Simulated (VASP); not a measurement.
CaH4, 5 atoms in the cell. It takes space group Pm-3m (No. 221, cubic). The conventional cell has a = 4.165 Å, b = 4.165 Å, c = 4.165 Å, α = 90.00°, β = 90.00°, γ = 90.00°. Within 2.8 Å of Ca (site symmetry m-3m) lie 6 H at 2.08 Å. H (site symmetry 4/mmm) has 2 Ca at 2.08 Å within 2.8 Å. Within 3.9 Å of H (site symmetry m-3m) lie 12 H at 2.94 Å and 8 Ca at 3.61 Å. 

* Program: VASP 6.6.1
* Task: relaxation of cell and atoms
* Functional: PBE
* Potentials or basis: VASP PAW PBE potentials, release 64 (Ca_sv, H)
* Cutoff: 600 eV
* k mesh: 10 × 10 × 10
* Occupations: gaussian, width 0.1 eV
* Spin: no spin polarisation
* Dipole correction: no
* Further INCAR settings: ALGO = Normal; EDIFF = 1e-07; IBRION = 2; EDIFFG = -0.01; NSW = 100; ISIF = 3

Potentials or basis: VASP PAW PBE potentials, release 64 (Ca_sv, H).

Run with:

```sh
$ cat potpaw_PBE.64/Ca_sv/POTCAR potpaw_PBE.64/H/POTCAR > POTCAR
$ mpirun -np 1 vasp_std > vasp.out
```

Hardware: 1 thread of Intel(R) Xeon(R) 6975P-C (Granite Rapids) (shared host).

**Question.** Estimate the wall time of this run.

**Answer.** Run time: 29 s on 1 thread of Intel(R) Xeon(R) 6975P-C (Granite Rapids) (shared host), peak memory 0.25 GiB. Counts: scf iterations 22, k points 56, ion steps 2.
